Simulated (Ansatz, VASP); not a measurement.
## KI: VASP beside Ansatz

```xyz
2
Lattice="0.0000 3.5246 3.3836 3.5246 0.0000 3.3836 3.5246 3.5246 0.0000" Properties=species:S:1:pos:R:3 pbc="T T T"
K     0.0000    0.0000    0.0000
I     3.5246    3.5246    3.3836
```

Change from the starting cell: strain -0.0400 x Voigt [0, 0, 1, 0, 0, 0], atoms carried along.

Alike in both runs: task single point; functional r2SCAN; k mesh 6 × 6 × 6; occupations gaussian, width 0.05 eV; no spin polarisation.

|  | VASP | Ansatz |
| --- | --- | --- |
| version | VASP 6.6.1 | Ansatz 0.2.0 |
| potentials or method | VASP PAW PBE potentials, release 64 (K_sv, I), cutoff 520 eV | scalar-relativistic, plane waves, PAW |
| valence electrons in the cell | 16 | 26 |

```csv
,VASP,Ansatz,Ansatz less VASP
gap on the k mesh at the Fermi level (eV),4.71,4.72,+0.003
least direct gap on the mesh (eV),4.71,4.72,+0.003
pressure (GPa),0.9,0.9,-0.01
"traceless stress, the component that is largest in VASP (GPa)",1.08,1.07,-0.010
```

VASP's potentials were made for PBE, not for r2SCAN. With one functional, cell and mesh, what is left measures potentials, basis and numerics. VASP's potentials hold 16 valence electrons a cell and Ansatz's 26, so a difference there can come from the potentials and not from the codes.

Spin-orbit coupling is off throughout.
